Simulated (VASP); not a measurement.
# AlN (P6_3mc) in VASP: further runs

The runs below take AlN through single point, with r2SCAN.

Program: VASP 6.6.1. These are calculated values, not measurements. Logs are shortened: lines on timing, memory, paths and dates and some standing lists are left out, and cuts for length are marked.

**1. The cell of the first run**

The structure is hexagonal, space group P6_3mc (No. 186). The conventional cell has a = 2.955 Å, b = 2.955 Å, c = 5.102 Å, α = 90.00°, β = 90.00°, γ = 120.00°. Within 2.4 Å of Al (site symmetry 3m) lie 4 N at 1.80 to 1.96 Å. Within 2.4 Å of N (site symmetry 3m) lie 4 Al at 1.80 to 1.96 Å.

**2. Single point, r2SCAN (strain -0.050 along x and y, +0.025 along z)**

Contents of POSCAR:

```
AlN
1.0
    2.9554520440      0.0000000000      0.0000000000
   -1.4777260220      2.5594965498      0.0000000000
    0.0000000000      0.0000000000      5.1024500000
Al N
2 2
Direct
    0.3333333333      0.6666666667      0.0000000000
    0.6666666667      0.3333333333      0.5000000000
    0.3333333333      0.6666666667      0.3850000000
    0.6666666667      0.3333333333      0.8850000000
```

Contents of INCAR.step1:

```
PREC = Accurate
ENCUT = 520
ISMEAR = 0
SIGMA = 0.05
LREAL = False
LASPH = True
NELM = 60
NBANDS = 16
GGA = PE
ALGO = Normal
EDIFF = 1E-4
LWAVE = True
LCHARG = False
```

Contents of INCAR.step2:

```
PREC = Accurate
ENCUT = 520
EDIFF = 1E-7
ISMEAR = 0
SIGMA = 0.05
LREAL = False
LASPH = True
NELM = 60
ALGO = Normal
ISIF = 2
LWAVE = False
LCHARG = False
METAGGA = R2SCAN
LMIXTAU = True
NBANDS = 16
ISTART = 1
```

Contents of KPOINTS:

```
regular mesh
0
Gamma
  12 12 6
```

Potentials or basis: VASP PAW PBE potentials, release 64 (Al, N).

Command:

```bash
cat potpaw_PBE.64/Al/POTCAR potpaw_PBE.64/N/POTCAR > POTCAR
cp INCAR.step1 INCAR
mpirun -np 1 vasp_std > vasp.out
cp INCAR.step2 INCAR
mpirun -np 1 vasp_std > vasp.out
```

OUTCAR:

```text
PREC = Accurate
   ENCUT = 520
   EDIFF = 1E-7
   ISMEAR = 0
   LREAL = False
   LASPH = True
   NELM = 60
   ISIF = 2
   METAGGA = R2SCAN
   ISTART = 1

 ion  position               nearest neighbor table
   1  0.333  0.667  0.000-   4 1.80   4 1.80   4 1.80   3 1.96   2 3.07   2 3.07   2 3.07   2 3.07
                             2 3.07   2 3.07
   2  0.667  0.333  0.500-   3 1.80   3 1.80   3 1.80   4 1.96   1 3.07   1 3.07   1 3.07   1 3.07
                             1 3.07   1 3.07
   3  0.333  0.667  0.385-   2 1.80   2 1.80   2 1.80   1 1.96
   4  0.667  0.333  0.885-   1 1.80   1 1.80   1 1.80   2 1.96

  LATTYP: Found a hexagonal cell.
 ALAT       =     2.9554520440
 C/A-ratio  =     1.7264533222

  Lattice vectors:

 A1 = (   2.9554520440,   0.0000000000,   0.0000000000)
 A2 = (  -1.4777260220,   2.5594965498,   0.0000000000)
 A3 = (   0.0000000000,   0.0000000000,   5.1024500000)

Analysis of symmetry for initial positions (statically):
=====================================================================
 Subroutine PRICEL returns:
 Original cell was already a primitive cell.

 Routine SETGRP: Setting up the symmetry group for a
 hexagonal supercell.

 Subroutine GETGRP returns: Found 12 space group operations
 (whereof  6 operations were pure point group operations)
 out of a pool of 24 trial point group operations.

The static configuration has the point symmetry C_3v.
 The point group associated with its full space group is C_6v.

Analysis of symmetry for dynamics (positions and initial velocities):
=====================================================================
 Subroutine PRICEL returns:
 Original cell was already a primitive cell.

 Routine SETGRP: Setting up the symmetry group for a
 hexagonal supercell.

 Subroutine GETGRP returns: Found 12 space group operations
 (whereof  6 operations were pure point group operations)
 out of a pool of 24 trial point group operations.

The dynamic configuration has the point symmetry C_3v.
 The point group associated with its full space group is C_6v.

 Subroutine INISYM returns: Found 12 space group operations
 (whereof  6 operations are pure point group operations),
 and found     1 'primitive' translations

----------------------------------------------------------------------------------------

                                     Primitive cell

  volume of cell :      38.5973

  direct lattice vectors                    reciprocal lattice vectors
     2.955452044  0.000000000  0.000000000     0.338357715  0.195350918  0.000000000
    -1.477726022  2.559496550  0.000000000     0.000000000  0.390701836  0.000000000
     0.000000000  0.000000000  5.102450000     0.000000000  0.000000000  0.195984282

  length of vectors
     2.955452044  2.955452044  5.102450000     0.390701836  0.390701836  0.195984282

  position of ions in fractional coordinates (direct lattice)
     0.333333333  0.666666667  0.000000000
     0.666666667  0.333333333  0.500000000
     0.333333333  0.666666667  0.385000000
     0.666666667  0.333333333  0.885000000

  ion indices of the primitive-cell ions
   primitive index   ion index
                 1           1
                 2           2
                 3           3
                 4           4

----------------------------------------------------------------------------------------

 KPOINTS: regular mesh

Automatic generation of k-mesh.
 Grid dimensions read from file:
 generate k-points for:   12   12    6

 Generating k-lattice:

  Cartesian coordinates                     Fractional coordinates (reciprocal lattice)
     0.028196476  0.016279243  0.000000000     0.083333333  0.000000000  0.000000000
     0.000000000  0.032558486  0.000000000     0.000000000  0.083333333  0.000000000
     0.000000000  0.000000000  0.032664047     0.000000000  0.000000000  0.166666667

  Length of vectors
     0.032558486  0.032558486  0.032664047

  Shift w.r.t. Gamma in fractional coordinates (k-lattice)
     0.000000000  0.000000000  0.000000000

 Subroutine IBZKPT returns following result:
 ===========================================

 Found     76 irreducible k-points:

 Following reciprocal coordinates:
            Coordinates               Weight
  0.000000  0.000000  0.000000      1.000000
  0.083333  0.000000  0.000000      6.000000
  0.166667  0.000000  0.000000      6.000000
  0.250000  0.000000  0.000000      6.000000
  0.333333  0.000000  0.000000      6.000000
  0.416667  0.000000  0.000000      6.000000
[... 16 lines left out ...]
  0.250000  0.000000  0.166667     12.000000
  0.333333  0.000000  0.166667     12.000000
 [... further k-points ...]
   k-points           NKPTS =     76   k-points in BZ     NKDIM =     76   number of bands    NBANDS=     16
   number of dos      NEDOS =    301   number of ions     NIONS =      4
   total plane-waves  NPLWV =  23040
   dimension x,y,z NGX =    24 NGY =   24 NGZ =   40
   dimension x,y,z NGXF=    48 NGYF=   48 NGZF=   80
   ions per type =               2   2
   NGX,Y,Z   is equivalent  to a cutoff of  13.50, 13.50, 13.03 a.u.
   NGXF,Y,Z  is equivalent  to a cutoff of  27.00, 27.00, 26.07 a.u.
 SYSTEM =  unknown system
   PREC   = accura    normal or accurate (medium, high low for compatibility)
   ISTART =      1    job   : 0-new  1-cont  2-samecut
   ICHARG =      0    charge: 1-file 2-atom 10-const
   ISPIN  =      1    spin polarized calculation?
   LNONCOLLINEAR =      F non collinear calculations
   LSORBIT =      F    spin-orbit coupling
   LASPH  =      T    aspherical Exc in radial PAW
   ENCUT  =  520.0 eV  38.22 Ry    6.18 a.u.   5.50  5.50  9.49*2*pi/ulx,y,z
   NELM   =     60;   NELMIN=  2; NELMDL=  0     # of ELM steps
   EDIFF  = 0.1E-06   stopping-criterion for ELM
   LREAL  =      F    real-space projection
   EDIFFG = 0.1E-05   stopping-criterion for IOM
   NSW    =      0    number of steps for IOM
   IBRION =     -1    ionic relax: 0-MD 1-quasi-New 2-CG
   NFREE  =      0    steps in history (QN), initial steepest desc. (CG)
   ISIF   =      2    stress and relaxation
   ISYM   =      2    0-nonsym 1-usesym 2-fastsym
   POTIM  = 0.5000    time-step for ionic-motion
   TEBEG  =    0.0;   TEEND  =   0.0 temperature during run
   PSTRESS=    0.0 pullay stress
   NELECT =      16.0000    total number of electrons
   NUPDOWN=      -1.0000    fix difference up-down
   EMIN   =  10.00;   EMAX   =-10.00  energy-range for DOS
   EFERMI =   0.00;   METHOD = LEGACY
   ISMEAR =     0;   SIGMA  =   0.05  broadening in eV -4-tet -1-fermi 0-gaus
   EFERMI_NEDOS =   21; number of points for ismear=-14 and -15
   IALGO  =     38    algorithm
   IMIX   =      4    mixing-type and parameters
     AMIX     =   0.40;   BMIX     =  1.00
     AMIX_MAG =   1.60;   BMIX_MAG =  1.00
  volume/ion in A,a.u.               =       9.65        65.12
  Fermi-wavevector in a.u.,A,eV,Ry     =   1.220663  2.306718 20.272925  1.490018
  Thomas-Fermi vector in A             =   2.355872
   LORBIT       =      0    0 simple, 1 ext, 2 COOP (PROOUT), +10 PAW based schemes
   METAGGA = R2SCAN    functional components
   LHFCALC =     F    Hartree Fock is set to
   AEXX    =    0.0000 exact exchange contribution
   IVDW    =     0    specifies the selected vdW correction
   LEPSILON=     F    determine dielectric tensor
   LRPA    =     F    only Hartree local field effects (RPA)
 non-spin polarized calculation
 Gauss-broadening in eV      SIGMA  =   0.05
  energy-cutoff  :      520.00
  volume of cell :       38.60
 maximum number of plane-waves:      1074
 NGX is ok and might be reduce to    24
   NGX = 11   NGY = 11   NGZ = 19

 number of electron      16.0000004 magnetization

 Free energy of the ion-electron system (eV)
  ---------------------------------------------------
  ext. energy  EPLUGINS =         0.00000000
  ---------------------------------------------------
  free energy    TOTEN  =       -38.01629597 eV

  energy without entropy =      -38.01629597  energy(sigma->0) =      -38.01629597

 E-fermi :   6.7154     XC(G=0): -11.7584

 val. band max:        6.4979607757   @ k =   0.0000   0.0000   0.0000
 cond. band min:      12.0522137956   @ k =   0.0000   0.0000   0.0000
 fundamental gap:      5.5542530200
 Fermi energy:         6.7154198365

 k-point     1 :       0.0000    0.0000    0.0000
  band No.  band energies     occupation
      1      -9.8026      2.00000
      2      -7.7907      2.00000
      3       0.0493      2.00000
      4       6.0201      2.00000
      5       6.0201      2.00000
      6       6.3701      2.00000
[... 8 lines left out ...]
     15      21.9583      0.00000
     16      21.9583      0.00000

 k-point     2 :       0.0833    0.0000    0.0000
  band No.  band energies     occupation
      1      -9.6986      2.00000
      2      -7.7209      2.00000
      3       0.1725      2.00000
      4       5.5723      2.00000
      5       5.8962      2.00000
      6       6.0713      2.00000
[... 8 lines left out ...]
     15      21.6556      0.00000
     16      21.9972      0.00000

 k-point     3 :       0.1667    0.0000    0.0000
  band No.  band energies     occupation
      1      -9.3957      2.00000
      2      -7.5262      2.00000
      3       0.5358      2.00000
      4       4.4591      2.00000
      5       5.1181      2.00000
      6       5.6065      2.00000
[... 8 lines left out ...]
     15      21.1699      0.00000
     16      21.3180      0.00000

 k-point     4 :       0.2500    0.0000    0.0000
  band No.  band energies     occupation
      1      -8.9248      2.00000
      2      -7.2543      2.00000
      3       1.1179      2.00000
      4       3.1286      2.00000
      5       4.0081      2.00000
      6       5.2722      2.00000
[... 8 lines left out ...]
     15      20.4125      0.00000
     16      22.3652      0.00000

 k-point     5 :       0.3333    0.0000    0.0000
  band No.  band energies     occupation
      1      -8.3496      2.00000
      2      -6.9944      2.00000
      3       1.8695      2.00000
      4       1.9217      2.00000
      5       2.9812      2.00000
      6       4.9796      2.00000
[... 8 lines left out ...]
     15      20.2306      0.00000
     16      23.4477      0.00000

 k-point     6 :       0.4167    0.0000    0.0000
  band No.  band energies     occupation
      1      -7.7930      2.00000
      2      -6.8635      2.00000
      3       1.0767      2.00000
      4       2.2317      2.00000
      5       2.6877      2.00000
      6       4.7839      2.00000
[... 8 lines left out ...]
     15      20.6976      0.00000
     16      23.3810      0.00000
[... 267 lines left out ...]
 k-point    21 :       0.0833    0.0000    0.1667
  band No.  band energies     occupation
      1      -9.5979      2.00000
      2      -7.9045      2.00000
      3       0.5340      2.00000
      4       5.5230      2.00000
      5       5.6669      2.00000
      6       5.9325      2.00000
[... 8 lines left out ...]
     15      21.4053      0.00000
     16      21.7040      0.00000

 k-point    22 :       0.1667    0.0000    0.1667
  band No.  band energies     occupation
      1      -9.2988      2.00000
      2      -7.6955      2.00000
      3       0.8562      2.00000
      4       4.4884      2.00000
      5       4.8992      2.00000
      6       5.6533      2.00000
[... 8 lines left out ...]
     15      20.9975      0.00000
     16      21.6231      0.00000

 k-point    23 :       0.2500    0.0000    0.1667
  band No.  band energies     occupation
      1      -8.8351      2.00000
      2      -7.3983      2.00000
      3       1.3250      2.00000
      4       3.2395      2.00000
      5       3.8528      2.00000
      6       5.3279      2.00000
[... 8 lines left out ...]
     15      20.5926      0.00000
     16      22.3578      0.00000

 k-point    24 :       0.3333    0.0000    0.1667
  band No.  band energies     occupation
      1      -8.2719      2.00000
      2      -7.1017      2.00000
      3       1.5165      2.00000
      4       2.4036      2.00000
      5       2.9708      2.00000
      6       5.0413      2.00000
[... 8 lines left out ...]
     15      20.5791      0.00000
     16      23.3394      0.00000

 [... further k-points ...]
[... 5 lines left out ...]
  --------------------------------------------------------------------------------------
  -------------------------------------------------------------------------------------
  Total        8.4418672      8.4418672     -1.4702341      0.0000000      0.0000000      0.0000000
  in kB      350.4224114    350.4224114    -61.0295074      0.0000000      0.0000000      0.0000000
  external PRESSURE =     213.2717718 kB  Pullay stress =       0.0000000 kB

 VOLUME and BASIS-vectors are now :
 -----------------------------------------------------------------------------
  energy-cutoff  :      520.00
  volume of cell :       38.60
      direct lattice vectors                 reciprocal lattice vectors
     2.955452044  0.000000000  0.000000000     0.338357715  0.195350918  0.000000000
    -1.477726022  2.559496550  0.000000000     0.000000000  0.390701836  0.000000000
     0.000000000  0.000000000  5.102450000     0.000000000  0.000000000  0.195984282

 POSITION                                       TOTAL-FORCE (eV/Angst)
 -----------------------------------------------------------------------------------
     -0.00000      1.70633      0.00000        -0.000000     -0.000000      1.142170
      1.47773      0.85317      2.55123         0.000000      0.000000      1.142170
     -0.00000      1.70633      1.96444        -0.000000     -0.000000     -1.142170
      1.47773      0.85317      4.51567         0.000000     -0.000000     -1.142170
 -----------------------------------------------------------------------------------
    total drift:                               -0.000000     -0.000000     -0.013792

  FREE ENERGIE OF THE ION-ELECTRON SYSTEM (eV)
  ---------------------------------------------------
  free  energy   TOTEN  =       -38.0162959749 eV

  energy  without entropy=      -38.0162959749  energy(sigma->0) =      -38.01629597
```

It took 3.6 min on 1 thread of Intel Xeon 8259CL, shared host; peak memory 0.19 GiB.

Results:

```yaml
Free_energy: -38.0163 eV
Pressure: 21.3 GPa
Largest_force: 1.142 eV/Å
Band_gap_on_the_k_mesh: 5.55 eV
```

Forces on the atoms (eV/Å):
```
Al   0.000  0.000  1.142
Al   0.000  0.000  1.142
N    0.000  0.000 -1.142
N    0.000  0.000 -1.142
```

Caveat: the cell differs from its parent crystal (strain -0.050 along x and y, +0.025 along z); the stress differs along the axes, from -6 to 35 GPa; the PAW data sets were made with another functional, which shifts forces and pressure a little. A k mesh can miss the band edges.

[end of part 1 of 2]
